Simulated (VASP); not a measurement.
Set up this calculation in VASP 6.6.1, as the native input.

```
Task                   : single point
Functional             : PBE
Potentials or basis    : VASP PAW PBE potentials, release 64 (Sr_sv, Cl)
Cutoff                 : 520 eV
k mesh                 : 6 × 6 × 6
Occupations            : gaussian, width 0.05 eV
Spin                   : no spin polarisation
Dipole correction      : no
Further INCAR settings : ALGO = Normal; EDIFF = 1e-06; NBANDS = 19
```

The structure of SrCl2 lies in POSCAR:

```
SrCl2
1.0
    0.0000000000      3.6518829417      3.4251010110
    3.6518829417      0.0000000000      3.4251010110
    3.6518829417      3.6518829417      0.0000000000
Sr Cl
1 2
Direct
    0.0000000000      0.0000000000      0.0000000000
    0.2500000000      0.2500000000      0.2500000000
    0.7500000000      0.7500000000      0.7500000000
```

This cell differs from its parent crystal: volume 30.452 Å^3 an atom, c/a of the conventional cell 0.9379.

The input as run:

INCAR

```
SYSTEM = SrCl2
PREC     = Accurate       ! precision mode
ENCUT    = 520            ! plane-wave cutoff, eV
EDIFF    = 1E-6           ! SCF threshold, eV
ISMEAR   = 0              ! smearing method
SIGMA    = 0.05           ! smearing width, eV
LREAL    = .FALSE.        ! projectors in reciprocal space
LASPH    = .TRUE.         ! aspherical terms in the spheres
NELM     = 100            ! most SCF steps
ALGO     = Normal         ! electronic algorithm
ISIF     = 2              ! what is computed and relaxed
LWAVE    = .FALSE.        ! write WAVECAR
LCHARG   = .TRUE.         ! write CHGCAR
GGA      = PE             ! functional
LELF     = .TRUE.         ! ELF
LVHAR    = .TRUE.       
NBANDS   = 19             ! bands
```

KPOINTS

```
regular mesh
0
G
  6 6 6
  0 0 0
```

Potentials or basis: VASP PAW PBE potentials, release 64 (Sr_sv, Cl).

Launch:

```console
$ cat potpaw_PBE.64/Sr_sv/POTCAR potpaw_PBE.64/Cl/POTCAR > POTCAR
$ mpirun -np 1 vasp_std > vasp.out
```

Results of the run:

| Property | Result |
| --- | --- |
| Pressure | -1.3 GPa |
| Band gap on the k mesh | 4.72 eV, indirect (least direct gap 4.97 eV) |

It took 30 s on 1 thread of Intel(R) Xeon(R) 6975P-C (Granite Rapids) (shared host), peak memory 0.25 GiB.
